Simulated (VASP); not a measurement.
A run of VASP 6.6.1:

The input INCAR:

```
PREC     = Accurate       # precision mode
ENCUT    = 520            # plane-wave cutoff, eV
EDIFF    = 1E-6           # SCF threshold, eV
ISMEAR   = -1             # smearing method
SIGMA    = 0.02           # smearing width, eV
LREAL    = F              # projectors in reciprocal space
LASPH    = T              # aspherical terms in the spheres
NELM     = 60             # most SCF steps
ALGO     = Normal         # electronic algorithm
ISIF     = 2              # what is computed and relaxed
LWAVE    = F              # write WAVECAR
LCHARG   = F              # write CHGCAR
GGA      = PE             # functional
NBANDS   = 41             # bands
```

Contents of KPOINTS:

```
Automatic mesh
0
Gamma
  6 6 2
```

POSCAR

```
In3BiSb2
1.0
    4.6482729767      0.0000000000      0.0000000000
   -2.3241364883      4.0255224816      0.0000000000
    0.0000000000      0.0000000000     11.3774577877
Sb Bi In
2 1 3
Direct
    0.0000000000      0.0000000000      0.0029669446
    0.3333333333      0.6666666667      0.3312241563
    0.6666666667      0.3333333333      0.6656474557
    0.3333333333      0.6666666667      0.0833708467
    0.6666666667      0.3333333333      0.4112629399
    0.0000000000      0.0000000000      0.7555276568
```

Potentials or basis: VASP PAW PBE potentials, release 64 (Sb, Bi_d, In_d).

Run with:

```sh
$ cat potpaw_PBE.64/Sb/POTCAR potpaw_PBE.64/Bi_d/POTCAR potpaw_PBE.64/In_d/POTCAR > POTCAR
$ mpirun -np 1 vasp_std > vasp.out
```

Hardware: 1 thread of AMD EPYC 7R13 (shared host).

Q: How long does it take, and how much memory?

A: It took 5 min on 1 thread of AMD EPYC 7R13 (shared host), peak memory 0.36 GiB. Counts: scf iterations 14, k points 14.
